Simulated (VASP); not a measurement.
# Li (P6/mmm) in VASP: further runs

Runs on Li. Level: PBE. Tasks: single point.

All numbers are computed with VASP 6.6.1; they aren't measurements. Logs are shortened: lines on timing, memory, paths and dates and some standing lists are left out, and cuts for length are marked.

## 1. The cell of the first run

Symmetry: P6/mmm, No. 191, hexagonal system. The conventional cell has a = 2.377 Å, b = 2.377 Å, c = 2.156 Å, α = 90.00°, β = 90.00°, γ = 120.00°. Li (site symmetry 6/mmm) has 8 Li at 2.16 to 2.38 Å within 2.9 Å.

This isn't the form of Li at room conditions, which is bcc.

## 2. Single point, PBE (10.55 Å³/atom)

INCAR

```
PREC = Accurate
ENCUT = 520
EDIFF = 1E-6
ISMEAR = -1
SIGMA = 0.1
LREAL = F
LASPH = T
NELM = 80
ALGO = Normal
ISIF = 2
LWAVE = F
LCHARG = F
GGA = PE
NBANDS = 8
```

KPOINTS

```
Automatic mesh
0
Gamma
  16 16 15
```

POSCAR

```
Li
1.0
    2.3772982050      0.0000000000      0.0000000000
   -1.1886491025      2.0588006379      0.0000000000
    0.0000000000      0.0000000000      2.1556127026
Li
1
Direct
    0.0000000000      0.0000000000      0.0000000000
```

Potentials or basis: VASP PAW PBE potentials, release 64 (Li_sv).

On the command line:

```sh
$ cat potpaw_PBE.64/Li_sv/POTCAR > POTCAR
$ mpirun -np 1 vasp_std > vasp.out
```

OUTCAR:

```text
PREC = Accurate
   ENCUT = 520
   EDIFF = 1E-6
   ISMEAR = -1
   LREAL = F
   LASPH = T
   NELM = 80
   ISIF = 2
   GGA = PE

 ion  position               nearest neighbor table
   1  0.000  0.000  0.000-

  LATTYP: Found a hexagonal cell.
 ALAT       =     2.3772982050
 C/A-ratio  =     0.9067489716

  Lattice vectors:

 A1 = (   2.3772982050,   0.0000000000,   0.0000000000)
 A2 = (  -1.1886491025,   2.0588006379,   0.0000000000)
 A3 = (   0.0000000000,   0.0000000000,   2.1556127026)

Analysis of symmetry for initial positions (statically):
=====================================================================
 Subroutine PRICEL returns:
 Original cell was already a primitive cell.

 Routine SETGRP: Setting up the symmetry group for a
 hexagonal supercell.

 Subroutine GETGRP returns: Found 24 space group operations
 (whereof 24 operations were pure point group operations)
 out of a pool of 24 trial point group operations.

The static configuration has the point symmetry D_6h.

Analysis of symmetry for dynamics (positions and initial velocities):
=====================================================================
 Subroutine PRICEL returns:
 Original cell was already a primitive cell.

 Routine SETGRP: Setting up the symmetry group for a
 hexagonal supercell.

 Subroutine GETGRP returns: Found 24 space group operations
 (whereof 24 operations were pure point group operations)
 out of a pool of 24 trial point group operations.

The dynamic configuration has the point symmetry D_6h.

 Subroutine INISYM returns: Found 24 space group operations
 (whereof 24 operations are pure point group operations),
 and found     1 'primitive' translations

----------------------------------------------------------------------------------------

                                     Primitive cell

  volume of cell :      10.5504

  direct lattice vectors                    reciprocal lattice vectors
     2.377298205  0.000000000  0.000000000     0.420645587  0.242859843  0.000000000
    -1.188649103  2.058800638  0.000000000     0.000000000  0.485719686  0.000000000
     0.000000000  0.000000000  2.155612703     0.000000000  0.000000000  0.463905227

  length of vectors
     2.377298205  2.377298205  2.155612703     0.485719686  0.485719686  0.463905227

  position of ions in fractional coordinates (direct lattice)
     0.000000000  0.000000000  0.000000000
[... 76 lines left out ...]
   EDIFF  = 0.1E-05   stopping-criterion for ELM
   LREAL  =      F    real-space projection
   EDIFFG = 0.1E-04   stopping-criterion for IOM
   NSW    =      0    number of steps for IOM
   IBRION =     -1    ionic relax: 0-MD 1-quasi-New 2-CG
   NFREE  =      0    steps in history (QN), initial steepest desc. (CG)
   ISIF   =      2    stress and relaxation
   ISYM   =      2    0-nonsym 1-usesym 2-fastsym
   POTIM  = 0.5000    time-step for ionic-motion
   TEBEG  =    0.0;   TEEND  =   0.0 temperature during run
   PSTRESS=    0.0 pullay stress
   NELECT =       3.0000    total number of electrons
   NUPDOWN=      -1.0000    fix difference up-down
   EMIN   =  10.00;   EMAX   =-10.00  energy-range for DOS
   EFERMI =   0.00;   METHOD = LEGACY
   ISMEAR =    -1;   SIGMA  =   0.10  broadening in eV -4-tet -1-fermi 0-gaus
   EFERMI_NEDOS =   21; number of points for ismear=-14 and -15
   IALGO  =     38    algorithm
   IMIX   =      4    mixing-type and parameters
     AMIX     =   0.40;   BMIX     =  1.00
     AMIX_MAG =   1.60;   BMIX_MAG =  1.00
  volume/ion in A,a.u.               =      10.55        71.20
  Fermi-wavevector in a.u.,A,eV,Ry     =   1.076529  2.034345 15.767988  1.158914
  Thomas-Fermi vector in A             =   2.212416
   LORBIT       =      0    0 simple, 1 ext, 2 COOP (PROOUT), +10 PAW based schemes
   GGA     = PE    functional components
   LHFCALC =     F    Hartree Fock is set to
   AEXX    =    0.0000 exact exchange contribution
   IVDW    =     0    specifies the selected vdW correction
   LEPSILON=     F    determine dielectric tensor
   LRPA    =     F    only Hartree local field effects (RPA)
 non-spin polarized calculation
  energy-cutoff  :      520.00
  volume of cell :       10.55
 maximum number of plane-waves:       302
 NGX is ok and might be reduce to    18
   NGX =  9   NGY =  9   NGZ =  9

 number of electron       3.0000008 magnetization

 Free energy of the ion-electron system (eV)
  ---------------------------------------------------
  ext. energy  EPLUGINS =         0.00000000
  ---------------------------------------------------
  free energy    TOTEN  =        -1.37544683 eV

  energy without entropy =       -1.36410316  energy(sigma->0) =       -1.36977499

 E-fermi :   2.9476     XC(G=0):  -8.8460

 val. band max:        2.9255733395   @ k =   0.3750   0.1250   0.1333
 cond. band min:       2.9569486825   @ k =   0.3750   0.0625   0.2000
 fundamental gap:      0.0313753431
 Fermi energy:         2.9476384120

 k-point     1 :       0.0000    0.0000    0.0000
  band No.  band energies     occupation
      1     -42.9888      2.00000
      2      -1.0163      2.00000
      3      22.7823      0.00000
      4      23.8909      0.00000
      5      23.8909      0.00000
      6      26.3658      0.00000
      7      29.5476      0.00000
      8      29.5476      0.00000
[... 243 lines left out ...]
 k-point    24 :       0.2500    0.1875    0.0000
  band No.  band energies     occupation
      1     -42.8287      2.00000
      2       1.6605      1.99999
      3      10.5332      0.00000
      4      15.4523      0.00000
      5      27.0621      0.00000
      6      30.0921      0.00000
      7      33.2199      0.00000
      8      36.2775      0.00000

 [... further k-points ...]

------------------------ aborting loop because EDIFF is reached ----------------------------------------

  FORCE on cell =-STRESS in cart. coord.  units (eV):
  Direction    XX          YY          ZZ          XY          YZ          ZX
  --------------------------------------------------------------------------------------
  -------------------------------------------------------------------------------------
  Total        1.6319723      1.6319723      1.6287643      0.0000000      0.0000000      0.0000000
  in kB      247.8304511    247.8304511    247.3432888      0.0000000      0.0000000      0.0000000
  external PRESSURE =     247.6680636 kB  Pullay stress =       0.0000000 kB

 VOLUME and BASIS-vectors are now :
 -----------------------------------------------------------------------------
  energy-cutoff  :      520.00
  volume of cell :       10.55
      direct lattice vectors                 reciprocal lattice vectors
     2.377298205  0.000000000  0.000000000     0.420645587  0.242859843  0.000000000
    -1.188649103  2.058800638  0.000000000     0.000000000  0.485719686  0.000000000
     0.000000000  0.000000000  2.155612703     0.000000000  0.000000000  0.463905227

 POSITION                                       TOTAL-FORCE (eV/Angst)
 -----------------------------------------------------------------------------------
      0.00000      0.00000      0.00000        -0.000000      0.000000      0.000000
 -----------------------------------------------------------------------------------
    total drift:                                0.000000      0.000000      0.000000

  FREE ENERGIE OF THE ION-ELECTRON SYSTEM (eV)
  ---------------------------------------------------
  free  energy   TOTEN  =        -1.3754468260 eV

  energy  without entropy=       -1.3641031627  energy(sigma->0) =       -1.36977499
```

OSZICAR:

```text
N       E                     dE             d eps       ncg     rms          rms(c)
DAV:   1     0.133291251224E+00    0.13329E+00   -0.76976E+02  4136   0.274E+02
DAV:   2    -0.135450812353E+01   -0.14878E+01   -0.14402E+01  5600   0.310E+01
DAV:   3    -0.136513725577E+01   -0.10629E-01   -0.10628E-01  4192   0.212E+00
DAV:   4    -0.136521558544E+01   -0.78330E-04   -0.78330E-04  5848   0.128E-01
DAV:   5    -0.136521566179E+01   -0.76356E-07   -0.75896E-07  4280   0.255E-03    0.777E-01
DAV:   6    -0.137068044513E+01   -0.54648E-02   -0.23489E-03  4576   0.197E-01    0.509E-01
DAV:   7    -0.137548840889E+01   -0.48080E-02   -0.73345E-03  4120   0.386E-01    0.520E-02
DAV:   8    -0.137544982014E+01    0.38589E-04   -0.54889E-05  4864   0.561E-02    0.683E-03
DAV:   9    -0.137544807228E+01    0.17479E-05   -0.35082E-06  4800   0.174E-02    0.944E-04
DAV:  10    -0.137544698184E+01    0.10904E-05   -0.11472E-07  4856   0.246E-03    0.662E-04
DAV:  11    -0.137544682597E+01    0.15587E-06   -0.83108E-09  2048   0.949E-04
   1 F= -.13754468E+01 E0= -.13697750E+01  d E =-.113437E-01
```

stdout:

```text
POSCAR found type information on POSCAR Li
 POSCAR found :  1 types and       1 ions
 scaLAPACK will be used
 LDA part: xc-table for (Slater+PW92), standard interpolation
 POSCAR, INCAR and KPOINTS ok, starting setup
 FFT: planning ... GRIDC
 FFT: planning ... GRID_SOFT
 FFT: planning ... GRID
 WAVECAR not read
 entering main loop
```

Run time: 22 s. Hardware: 1 thread of Intel Xeon 8259CL, shared host; peak memory 0.12 GiB.

What came out:

| Item | Value |
| --- | --- |
| Free energy | -1.3754 eV |
| Band gap on the k mesh | zero (an odd number of electrons rules out a gap without spin polarisation) |

Caveat: the cutoff is under 1.25 times the usual one of these potentials, so pressure, stress and relaxed cells hold a basis-set (Pulay) error.

## 3. Single point, PBE

This run uses another cell than the first one, of 12.17 Å³/atom.

INCAR

```
SYSTEM = Li
PREC     = Accurate       ! precision mode
ENCUT    = 520            ! plane-wave cutoff, eV
EDIFF    = 1E-7           ! SCF threshold, eV
ISMEAR   = -1             ! smearing method
SIGMA    = 0.1            ! smearing width, eV
LREAL    = .FALSE.        ! projectors in reciprocal space
LASPH    = .TRUE.         ! aspherical terms in the spheres
NELM     = 80             ! most SCF steps
ALGO     = Normal         ! electronic algorithm
ISIF     = 2              ! what is computed and relaxed
LWAVE    = .FALSE.        ! write WAVECAR
LCHARG   = .FALSE.        ! write CHGCAR
GGA      = PE             ! functional
NBANDS   = 8              ! bands
```

KPOINTS

```
Automatic mesh
0
G
  16 16 15
  0 0 0
```

POSCAR

```
Li
1.0
    2.4892912312      0.0000000000      0.0000000000
   -1.2446456156      2.1557894437      0.0000000000
    0.0000000000      0.0000000000      2.2684778719
Li
1
Direct
    0.0000000000      0.0000000000      0.0000000000
```

Potentials or basis: VASP PAW PBE potentials, release 64 (Li_sv).

On the command line:

```sh
$ cat potpaw_PBE.64/Li_sv/POTCAR > POTCAR
$ mpirun -np 1 vasp_std > vasp.out
```

Wall time 30 s (1 thread of Intel Xeon 8259CL, shared host); peak memory 0.13 GiB.

The run converged. Its results:

| Item | Value |
| --- | --- |
| Free energy | -1.5772 eV |
| Band gap on the k mesh | zero (an odd number of electrons rules out a gap without spin polarisation) |

Levels at points of the mesh, in eV from the Fermi level:
| k point | band 1 | band 2 | band 3 | band 4 | band 5 | band 6 | band 7 |
| --- | --- | --- | --- | --- | --- | --- | --- |
| (0.00, 0.00, 0.00) | -46.00 | -3.94 | 17.85 | 19.09 | 19.09 | 21.23 | 24.37 |
| (0.50, 0.00, 0.00) | -45.89 | -0.51 | 4.92 | 13.40 | 19.03 | 23.01 | 28.23 |

Caveat: the cutoff is under 1.25 times the usual one of these potentials, so pressure, stress and relaxed cells hold a basis-set (Pulay) error.

## 4. Single point, PBE (12.17 Å³/atom)

This run uses another cell than the first one, of 12.17 Å³/atom.

INCAR

```
SYSTEM = Li
PREC = Accurate ; ENCUT = 520
EDIFF = 1E-7 ; ISMEAR = -1
SIGMA = 0.1 ; LREAL = .FALSE.
LASPH = .TRUE. ; NELM = 80
ALGO = Normal ; ISIF = 2
LWAVE = .FALSE. ; LCHARG = .TRUE.
GGA = PE ; LELF = .TRUE.
LVHAR = .TRUE. ; NBANDS = 8
```

KPOINTS

```
regular mesh
0
G
  16 16 15
  0 0 0
```

POSCAR, as its differences from that of step 3:

```diff
@@ -4,3 +4,3 @@
    -1.2446456156      2.1557894437      0.0000000000
-    0.0000000000      0.0000000000      2.2684778719
+    0.0000000000      0.0000000000      2.2684778718
 Li
```

On the command line:

```sh
$ cat potpaw_PBE.64/Li_sv/POTCAR > POTCAR
$ mpirun -np 1 vasp_std > vasp.out
```

It took 32 s on 1 thread of Intel Xeon 8259CL, shared host; peak memory 0.13 GiB.

The run converged. Its results:

```yaml
Free_energy: -1.5772 eV
Band_gap_on_the_k_mesh: zero (an odd number of electrons rules out a gap without spin polarisation)
```

Levels at points of the mesh, in eV from the Fermi level:
```tsv
k point	band 1	band 2	band 3	band 4	band 5	band 6	band 7
(0.00, 0.00, 0.00)	-46.00	-3.94	17.85	19.09	19.09	21.23	24.37
(0.50, 0.00, 0.00)	-45.89	-0.51	4.92	13.40	19.03	23.01	28.23
```

Caveat: the cutoff is under 1.25 times the usual one of these potentials, so pressure, stress and relaxed cells hold a basis-set (Pulay) error.

## 5. Single point, PBE (12.17 Å³/atom)

This run uses another cell than the first one, of 12.17 Å³/atom.

INCAR

```
PREC = Accurate ; ENCUT = 520
EDIFF = 1E-6 ; ISMEAR = -1
SIGMA = 0.1 ; LREAL = F
LASPH = T ; NELM = 100
ALGO = Normal ; ISIF = 2
LWAVE = F ; LCHARG = T
GGA = PE ; LELF = T
LVHAR = T ; NBANDS = 8
```

KPOINTS

```
regular mesh
0
Gamma
  16 16 15
```

POSCAR is that of step 4.

On the command line:

```sh
$ cat potpaw_PBE.64/Li_sv/POTCAR > POTCAR
$ mpirun -np 1 vasp_std > vasp.out
```

It took 26 s on 1 thread of Intel Xeon 8259CL, shared host; peak memory 0.12 GiB.

Results (log left out):

| Property | Result |
| --- | --- |
| Free energy | -1.5772 eV |
| Band gap on the k mesh | zero (an odd number of electrons rules out a gap without spin polarisation) |

Levels at points of the mesh, in eV from the Fermi level:
| k point | band 1 | band 2 | band 3 | band 4 | band 5 | band 6 | band 7 |
| --- | --- | --- | --- | --- | --- | --- | --- |
| (0.00, 0.00, 0.00) | -46.00 | -3.94 | 17.85 | 19.09 | 19.09 | 21.23 | 24.37 |
| (0.50, 0.00, 0.00) | -45.89 | -0.51 | 4.92 | 13.40 | 19.03 | 23.01 | 28.23 |

Caveat: the cutoff is under 1.25 times the usual one of these potentials, so pressure, stress and relaxed cells hold a basis-set (Pulay) error.

## 6. Single point, PBE

This run uses another cell than the first one, of 13.80 Å³/atom.

INCAR

```
PREC = Accurate ; ENCUT = 520
EDIFF = 1E-6 ; ISMEAR = -1
SIGMA = 0.1 ; LREAL = F
LASPH = T ; NELM = 80
ALGO = Normal ; ISIF = 2
LWAVE = F ; LCHARG = F
GGA = PE ; NBANDS = 8
```

KPOINTS is that of step 5.

POSCAR

```
Li
1.0
    2.5907034305      0.0000000000      0.0000000000
   -1.2953517152      2.2436149845      0.0000000000
    0.0000000000      0.0000000000      2.3736037955
Li
1
Direct
    0.0000000000      0.0000000000      0.0000000000
```

Potentials or basis: VASP PAW PBE potentials, release 64 (Li_sv).

On the command line:

```sh
$ cat potpaw_PBE.64/Li_sv/POTCAR > POTCAR
$ mpirun -np 1 vasp_std > vasp.out
```

Wall time 25 s (1 thread of Intel Xeon 8259CL, shared host); peak memory 0.13 GiB.

Results (log left out):

```yaml
Free_energy: -1.7016 eV
Band_gap_on_the_k_mesh: zero (an odd number of electrons rules out a gap without spin polarisation)
```

Levels at points of the mesh, in eV from the Fermi level:
| k point | band 1 | band 2 | band 3 | band 4 | band 5 |
| --- | --- | --- | --- | --- | --- |
| (0.00, 0.00, 0.00) | -46.11 | -3.87 | 16.23 | 17.59 | 17.59 |
| (0.50, 0.00, 0.00) | -46.04 | -0.40 | 4.31 | 12.38 | 17.46 |

Caveat: the cutoff is under 1.25 times the usual one of these potentials, so pressure, stress and relaxed cells hold a basis-set (Pulay) error.

## 7. The runs side by side

```csv
cell,gap on the mesh (eV)
"a = 2.377, b = 2.377, c = 2.156 Å, angles 90.0, 90.0, 120.0°, 1 atom",none
"a = 2.489, b = 2.489, c = 2.268 Å, angles 90.0, 90.0, 120.0°, 1 atom",none
"a = 2.591, b = 2.591, c = 2.374 Å, angles 90.0, 90.0, 120.0°, 1 atom",none
```

Alike in all rows: task single point; level PBE; potentials or basis VASP PAW PBE potentials, release 64 (Li_sv); no spin polarisation; k mesh 16 × 16 × 15; cutoff (eV) 520; smearing fermi-dirac 0.1 eV.

Caveats: the cutoff is under 1.25 times the usual one of these potentials, so pressure, stress and relaxed cells hold a basis-set (Pulay) error.

Total energies depend on the potentials used, so only differences within one code and one set of settings carry meaning.
